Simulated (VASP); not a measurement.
# B4Pb (Im-3m) in VASP: further runs, part 2 of 3

VASP 6.6.1. The steps go on from the part before.

## Step 3: Relaxation of cell and atoms, PBE

This run uses another cell than the first one, of 11.87 Å³/atom.

File INCAR:

```
PREC = Accurate
ENCUT = 600
EDIFF = 1E-6
ISMEAR = 0
SIGMA = 0.1
LREAL = False
LASPH = True
NELM = 100
ALGO = Normal
ISIF = 3
LWAVE = False
LCHARG = False
GGA = PE
IBRION = 2
NSW = 90
EDIFFG = -0.04
```

File KPOINTS:

```
Automatic mesh
0
Gamma
  6 6 6
```

File POSCAR:

```
B4Pb
1.0
   -2.4571220000      2.4571220000      2.4571220000
    2.4571220000     -2.4571220000      2.4571220000
    2.4571220000      2.4571220000     -2.4571220000
B Pb
4 1
Direct
    0.5000000000      0.5000000000      0.5000000000
    0.5000000000      0.0000000000      0.0000000000
    0.0000000000      0.0000000000      0.5000000000
    0.0000000000      0.5000000000      0.0000000000
    0.0000000000      0.0000000000      0.0000000000
```

Potentials or basis: VASP PAW PBE potentials, release 64 (B, Pb_d).

Launch:

```console
> cat potpaw_PBE.64/B/POTCAR potpaw_PBE.64/Pb_d/POTCAR > POTCAR
> mpirun -np 1 vasp_std > vasp.out
```

OUTCAR:

```text
PREC = Accurate
   ENCUT = 600
   EDIFF = 1E-6
   ISMEAR = 0
   LREAL = False
   LASPH = True
   NELM = 100
   ISIF = 3
   GGA = PE
   IBRION = 2
   NSW = 90
   EDIFFG = -0.04

 ion  position               nearest neighbor table
   1  0.500  0.500  0.500-   5 2.13   5 2.13
   2  0.500  0.000  0.000-   5 2.13   5 2.13
   3  0.000  0.000  0.500-   5 2.13   5 2.13
   4  0.000  0.500  0.000-   5 2.13   5 2.13
   5  0.000  0.000  0.000-   1 2.13   2 2.13   3 2.13   4 2.13   3 2.13   4 2.13   2 2.13   1 2.13

  LATTYP: Found a body centered cubic cell.
 ALAT       =     4.9142440000

  Lattice vectors:

 A1 = (  -2.4571220000,   2.4571220000,   2.4571220000)
 A2 = (   2.4571220000,  -2.4571220000,   2.4571220000)
 A3 = (   2.4571220000,   2.4571220000,  -2.4571220000)

Analysis of symmetry for initial positions (statically):
=====================================================================
 Subroutine PRICEL returns:
 Original cell was already a primitive cell.

 Routine SETGRP: Setting up the symmetry group for a
 body centered cubic supercell.

 Subroutine GETGRP returns: Found 48 space group operations
 (whereof 48 operations were pure point group operations)
 out of a pool of 48 trial point group operations.

The static configuration has the point symmetry O_h .

Analysis of symmetry for dynamics (positions and initial velocities):
=====================================================================
 Subroutine PRICEL returns:
 Original cell was already a primitive cell.

 Routine SETGRP: Setting up the symmetry group for a
 body centered cubic supercell.

 Subroutine GETGRP returns: Found 48 space group operations
 (whereof 48 operations were pure point group operations)
 out of a pool of 48 trial point group operations.

The dynamic configuration has the point symmetry O_h .

 Subroutine INISYM returns: Found 48 space group operations
 (whereof 48 operations are pure point group operations),
 and found     1 'primitive' translations

----------------------------------------------------------------------------------------

                                     Primitive cell

  volume of cell :      59.3390

  direct lattice vectors                    reciprocal lattice vectors
    -2.457122000  2.457122000  2.457122000     0.000000000  0.203490099  0.203490099
     2.457122000 -2.457122000  2.457122000     0.203490099  0.000000000  0.203490099
     2.457122000  2.457122000 -2.457122000     0.203490099  0.203490099  0.000000000

  length of vectors
     4.255860144  4.255860144  4.255860144     0.287778458  0.287778458  0.287778458

  position of ions in fractional coordinates (direct lattice)
     0.500000000  0.500000000  0.500000000
     0.500000000  0.000000000  0.000000000
     0.000000000  0.000000000  0.500000000
     0.000000000  0.500000000  0.000000000
     0.000000000  0.000000000  0.000000000

  ion indices of the primitive-cell ions
   primitive index   ion index
                 1           1
                 2           2
                 3           3
                 4           4
                 5           5

----------------------------------------------------------------------------------------

 KPOINTS: Automatic mesh

Automatic generation of k-mesh.
 Grid dimensions read from file:
 generate k-points for:    6    6    6

 Generating k-lattice:

  Cartesian coordinates                     Fractional coordinates (reciprocal lattice)
     0.000000000  0.033915017  0.033915017     0.166666667  0.000000000  0.000000000
     0.033915017  0.000000000  0.033915017     0.000000000  0.166666667  0.000000000
     0.033915017  0.033915017  0.000000000     0.000000000  0.000000000  0.166666667

  Length of vectors
     0.047963076  0.047963076  0.047963076

  Shift w.r.t. Gamma in fractional coordinates (k-lattice)
     0.000000000  0.000000000  0.000000000

 Subroutine IBZKPT returns following result:
 ===========================================

 Found     16 irreducible k-points:

 Following reciprocal coordinates:
            Coordinates               Weight
  0.000000  0.000000  0.000000      1.000000
  0.166667  0.000000  0.000000     12.000000
  0.333333  0.000000  0.000000     12.000000
  0.500000  0.000000  0.000000      6.000000
  0.166667  0.166667  0.000000     24.000000
  0.333333  0.166667  0.000000     48.000000
[... 8 lines left out ...]
  0.500000  0.500000  0.333333     12.000000
  0.500000  0.500000  0.500000      1.000000
   k-points           NKPTS =     16   k-points in BZ     NKDIM =     16   number of bands    NBANDS=     17
   number of dos      NEDOS =    301   number of ions     NIONS =      5
   total plane-waves  NPLWV =  46656
   dimension x,y,z NGX =    36 NGY =   36 NGZ =   36
   dimension x,y,z NGXF=    72 NGYF=   72 NGZF=   72
   ions per type =               4   1
   NGX,Y,Z   is equivalent  to a cutoff of  14.06, 14.06, 14.06 a.u.
   NGXF,Y,Z  is equivalent  to a cutoff of  28.13, 28.13, 28.13 a.u.
 SYSTEM =  unknown system
   PREC   = accura    normal or accurate (medium, high low for compatibility)
   ISTART =      0    job   : 0-new  1-cont  2-samecut
   ICHARG =      2    charge: 1-file 2-atom 10-const
   ISPIN  =      1    spin polarized calculation?
   LNONCOLLINEAR =      F non collinear calculations
   LSORBIT =      F    spin-orbit coupling
   LASPH  =      T    aspherical Exc in radial PAW
   ENCUT  =  600.0 eV  44.10 Ry    6.64 a.u.   8.50  8.50  8.50*2*pi/ulx,y,z
   NELM   =    100;   NELMIN=  2; NELMDL= -5     # of ELM steps
   EDIFF  = 0.1E-05   stopping-criterion for ELM
   LREAL  =      F    real-space projection
   EDIFFG = -.4E-01   stopping-criterion for IOM
   NSW    =     90    number of steps for IOM
   IBRION =      2    ionic relax: 0-MD 1-quasi-New 2-CG
   NFREE  =      1    steps in history (QN), initial steepest desc. (CG)
   ISIF   =      3    stress and relaxation
   ISYM   =      2    0-nonsym 1-usesym 2-fastsym
   POTIM  = 0.5000    time-step for ionic-motion
   TEBEG  =    0.0;   TEEND  =   0.0 temperature during run
   PSTRESS=    0.0 pullay stress
   NELECT =      26.0000    total number of electrons
   NUPDOWN=      -1.0000    fix difference up-down
   EMIN   =  10.00;   EMAX   =-10.00  energy-range for DOS
   EFERMI =   0.00;   METHOD = LEGACY
   ISMEAR =     0;   SIGMA  =   0.10  broadening in eV -4-tet -1-fermi 0-gaus
   EFERMI_NEDOS =   21; number of points for ismear=-14 and -15
   IALGO  =     38    algorithm
   IMIX   =      4    mixing-type and parameters
     AMIX     =   0.40;   BMIX     =  1.00
     AMIX_MAG =   1.60;   BMIX_MAG =  1.00
  volume/ion in A,a.u.               =      11.87        80.09
  Fermi-wavevector in a.u.,A,eV,Ry     =   1.243424  2.349731 21.036010  1.546103
  Thomas-Fermi vector in A             =   2.377735
   LORBIT       =      0    0 simple, 1 ext, 2 COOP (PROOUT), +10 PAW based schemes
   GGA     = PE    functional components
   LHFCALC =     F    Hartree Fock is set to
   AEXX    =    0.0000 exact exchange contribution
   IVDW    =     0    specifies the selected vdW correction
   LEPSILON=     F    determine dielectric tensor
   LRPA    =     F    only Hartree local field effects (RPA)
 conjugate gradient relaxation of ions
 non-spin polarized calculation
 Gauss-broadening in eV      SIGMA  =   0.10
  energy-cutoff  :      600.00
  volume of cell :       59.34
 maximum number of plane-waves:      2006
 NGX is ok and might be reduce to    36
   NGX = 17   NGY = 17   NGZ = 17

--------------------------------------- Ionic step        1  -------------------------------------------

 number of electron      25.9999999 magnetization

 Free energy of the ion-electron system (eV)
  ---------------------------------------------------
  ext. energy  EPLUGINS =         0.00000000
  ---------------------------------------------------
  free energy    TOTEN  =       -13.49829695 eV

  energy without entropy =      -13.48202216  energy(sigma->0) =      -13.49015955

 E-fermi :   7.1541     XC(G=0): -11.1267

 val. band max:        7.1414370245   @ k =   0.3333   0.1667   0.0000
 cond. band min:       7.1882662813   @ k =   0.3333   0.0000   0.0000
 fundamental gap:      0.0468292569
 Fermi energy:         7.1540885296

 k-point     1 :       0.0000    0.0000    0.0000
  band No.  band energies     occupation
      1     -11.7920      2.00000
      2     -11.7920      2.00000
      3     -11.7920      2.00000
      4     -11.2256      2.00000
      5     -11.2256      2.00000
      6      -8.1531      2.00000
[... 9 lines left out ...]
     16       6.4947      2.00000
     17      11.4545      0.00000
[... 373 lines left out ...]
  energy  without entropy=      -15.2895878645  energy(sigma->0) =      -15.29499308

--------------------------------------- Ionic step        3  -------------------------------------------

 number of electron      25.9999999 magnetization

 Free energy of the ion-electron system (eV)
  ---------------------------------------------------
  ext. energy  EPLUGINS =         0.00000000
  ---------------------------------------------------
  free energy    TOTEN  =       -15.30823614 eV

  energy without entropy =      -15.29509351  energy(sigma->0) =      -15.30166482

 E-fermi :   3.9055     XC(G=0):  -9.7529

 val. band max:        3.9047763043   @ k =   0.1667   0.1667   0.1667
 cond. band min:       4.1078777126   @ k =   0.3333   0.1667   0.0000
 fundamental gap:      0.2031014082
 Fermi energy:         3.9055479795

 k-point     1 :       0.0000    0.0000    0.0000
  band No.  band energies     occupation
      1     -13.4540      2.00000
      2     -13.4540      2.00000
      3     -13.4540      2.00000
      4     -13.1923      2.00000
      5     -13.1923      2.00000
      6      -8.6030      2.00000
[... 9 lines left out ...]
     16       2.6484      2.00000
     17       7.6300      0.00000
[... 330 lines left out ...]
  FREE ENERGIE OF THE ION-ELECTRON SYSTEM (eV)
  ---------------------------------------------------
  free  energy   TOTEN  =       -15.3082361398 eV

  energy  without entropy=      -15.2950935070  energy(sigma->0) =      -15.30166482

 reached required accuracy - stopping structural energy minimisation
```

OSZICAR:

```text
N       E                     dE             d eps       ncg     rms          rms(c)
DAV:   1     0.209482773920E+03    0.20948E+03   -0.13837E+04   544   0.180E+03
DAV:   2     0.155762454081E+01   -0.20793E+03   -0.20415E+03   578   0.399E+02
DAV:   3    -0.135836720581E+02   -0.15141E+02   -0.14631E+02   731   0.106E+02
[... 27 lines left out ...]
DAV:   4    -0.153081900683E+02    0.11832E-02   -0.93842E-03   690   0.889E-01    0.430E-02
DAV:   5    -0.153082530300E+02   -0.62962E-04   -0.11846E-03   784   0.608E-01    0.375E-02
DAV:   6    -0.153082346929E+02    0.18337E-04   -0.32550E-04   719   0.291E-01    0.639E-03
DAV:   7    -0.153082367123E+02   -0.20193E-05   -0.10181E-05   671   0.276E-02    0.334E-03
DAV:   8    -0.153082361398E+02    0.57244E-06   -0.18452E-06   431   0.229E-02
   3 F= -.15308236E+02 E0= -.15301665E+02  d E =-.180994E+01
```

CONTCAR:

```text
B4Pb
   1.00000000000000
    -2.7321473304688810    2.7321473304688810    2.7321473304688810
     2.7321473304688810   -2.7321473304688810    2.7321473304688810
     2.7321473304688810    2.7321473304688810   -2.7321473304688810
  B               Pb
     4     1
Direct
     0.5000000000000000    0.5000000000000000    0.5000000000000000
     0.5000000000000000    0.0000000000000000    0.0000000000000000
     0.0000000000000000    0.0000000000000000    0.5000000000000000
     0.0000000000000000    0.5000000000000000    0.0000000000000000
     0.0000000000000000    0.0000000000000000    0.0000000000000000

  0.00000000E+00  0.00000000E+00  0.00000000E+00
  0.00000000E+00  0.00000000E+00  0.00000000E+00
  0.00000000E+00  0.00000000E+00  0.00000000E+00
  0.00000000E+00  0.00000000E+00  0.00000000E+00
  0.00000000E+00  0.00000000E+00  0.00000000E+00
```

Run time: 48 s. Hardware: 1 thread of Intel Xeon Platinum 8259CL at 2.50GHz (Skylake/Cascade Lake), shared host; peak memory 0.22 GiB.

Results:

```
Free energy                           : -15.3082 eV
Relaxed volume                        : 16.32 Å³/atom
Relaxed cell                          : a = 4.732 Å, b = 4.732 Å, c = 4.732 Å, α = 109.47°, β = 109.47°, γ = 109.47°
Space group after relaxing (to 0.1 Å) : Im-3m (No. 229)
Energy gained by relaxing             : 362.0 meV/atom
Ionic steps                           : 3
Pressure after relaxing               : 0.4 GPa
Band gap on the k mesh                : zero (bands 13 and 14 overlap by 1.78 eV)
```

The path:
```tsv
step	energy change (eV)	largest force (eV/Å)	pressure (GPa)	volume (Å³)
1	0.0000	0.0000	34.94	59.34
2	-1.8021	0.0000	-1.28	84.46
3	-1.8099	0.0000	0.38	81.58
```

Final structure:
```
B Pb
1.0
    -2.73215    2.73215    2.73215
     2.73215   -2.73215    2.73215
     2.73215    2.73215   -2.73215
B Pb
4 1
Direct
  0.50000 0.50000 0.50000
  0.50000 0.00000 0.00000
  0.00000 0.00000 0.50000
  0.00000 0.50000 0.00000
  0.00000 0.00000 0.00000
```

Levels at points of the mesh, in eV from the Fermi level:
```csv
k point,band 9,band 10,band 11,band 12,band 13,band 14,band 15,band 16,band 17
"(0.00, 0.00, 0.00)",-4.29,-3.06,-3.06,-3.06,-1.65,-1.26,-1.26,-1.26,3.72
"(0.50, 0.00, 0.00)",-4.15,-4.07,-3.48,-0.36,0.44,0.91,1.27,1.54,2.28
"(0.50, 0.50, 0.50)",-7.52,-3.18,-3.18,-0.88,0.53,0.53,0.53,5.06,5.06
```

Caveat: the volume moved by over 15 % at a fixed basis, so the end points are rough; spin-orbit coupling is left out, which moves the levels of the heavy elements.

(Continued in part 3 of 3.)

The gap in the log of VASP goes by the Fermi energy; the results here count the filled bands.